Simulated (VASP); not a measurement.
Write the native input for VASP 6.6.1 that does the following.

```
Task                   : single point
Functional             : PBEsol
Potentials or basis    : VASP PAW PBE potentials, release 64 (Sn_d)
Cutoff                 : 520 eV
k mesh                 : 2 × 2 × 2
Occupations            : methfessel-paxton, width 0.1 eV
Spin                   : no spin polarisation
Dipole correction      : no
Further INCAR settings : ALGO = Normal; EDIFF = 1e-07; NBANDS = 21
```

The structure of Sn lies in POSCAR:

```
Sn
1.0
    4.5726370000      0.0000000000      0.0000000000
    2.2863185000      3.9600198043      0.0000000000
    2.2863185000      1.3200066014      3.7335424763
Sn
2
Direct
    0.0000000000      0.0000000000      0.0000000000
    0.2500000000      0.2500000000      0.2500000000
```

One way to write it, as run:

INCAR

```
SYSTEM = Sn
PREC = Accurate ; ENCUT = 520
EDIFF = 1E-7 ; ISMEAR = 1
SIGMA = 0.1 ; LREAL = .FALSE.
LASPH = .TRUE. ; NELM = 100
ALGO = Normal ; ISIF = 2
LWAVE = .FALSE. ; LCHARG = .TRUE.
GGA = PS ; LELF = .TRUE.
LVHAR = .TRUE. ; NBANDS = 21
```

KPOINTS

```
Automatic mesh
0
G
  2 2 2
  0 0 0
```

Potentials or basis: VASP PAW PBE potentials, release 64 (Sn_d).

The run is started by

```bash
$ cat potpaw_PBE.64/Sn_d/POTCAR > POTCAR
$ mpirun -np 1 vasp_std > vasp.out
```

It gave:

* Pressure: 11.0 GPa
* Band gap on the k mesh: zero (band 14 reaches 5.81 eV, above the bottom of band 15 at 5.67 eV)

Caveat: the k points lie up to 0.84 Å⁻¹ apart; the PAW data sets were made with another functional, which shifts forces and pressure a little; spin-orbit coupling is left out, which moves the levels of the heavy elements.

It took 8.9 s on 1 thread of Intel Xeon 8259CL (shared host), peak memory 0.19 GiB.
